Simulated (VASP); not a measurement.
Set up this calculation in VASP 6.6.1, as the native input.

| Property | Result |
| --- | --- |
| Task | relaxation of the atoms |
| Functional | PBE |
| Potentials or basis | VASP PAW PBE potentials, release 64 (Al, N) |
| Cutoff | 520 eV |
| k mesh | 9 × 9 × 6 |
| Occupations | gaussian, width 0.05 eV |
| Spin | no spin polarisation |
| Dipole correction | no |
| Further INCAR settings | ALGO = Normal; EDIFF = 1e-06; IBRION = 2; EDIFFG = -0.01; NSW = 50 |

The structure of AlN lies in POSCAR:

```
AlN
1.0
    3.0673000000      0.0000000000      0.0000000000
   -1.5336500000      2.6563597210      0.0000000000
    0.0000000000      0.0000000000      5.2176000000
Al N
2 2
Direct
    0.3333333333      0.6666666667      0.0017290859
    0.6666666667      0.3333333333      0.5017290859
    0.3333333333      0.6666666667      0.3832709141
    0.6666666667      0.3333333333      0.8832709141
```

The input as run:

INCAR

```
PREC = Accurate ; ENCUT = 520
EDIFF = 1E-6 ; ISMEAR = 0
SIGMA = 0.05 ; LREAL = F
LASPH = T ; NELM = 100
ALGO = Normal ; ISIF = 2
LWAVE = F ; LCHARG = F
GGA = PE ; IBRION = 2
NSW = 50 ; EDIFFG = -0.01
```

KPOINTS

```
Automatic mesh
0
Gamma
  9 9 6
```

Potentials or basis: VASP PAW PBE potentials, release 64 (Al, N).

The run is started by

```sh
$ cat potpaw_PBE.64/Al/POTCAR potpaw_PBE.64/N/POTCAR > POTCAR
$ mpirun -np 1 vasp_std > vasp.out
```

It gave:

```json
{
 "Energy gained by relaxing": "6.0 meV/atom",
 "Ionic steps": "2",
 "Pressure after relaxing": "0.6 GPa",
 "Band gap on the k mesh": "3.95 eV"
}
```

Wall time 19 s on 1 thread of Intel(R) Xeon(R) Platinum 8488C (Sapphire Rapids), with other jobs on the host, peak memory 0.16 GiB.
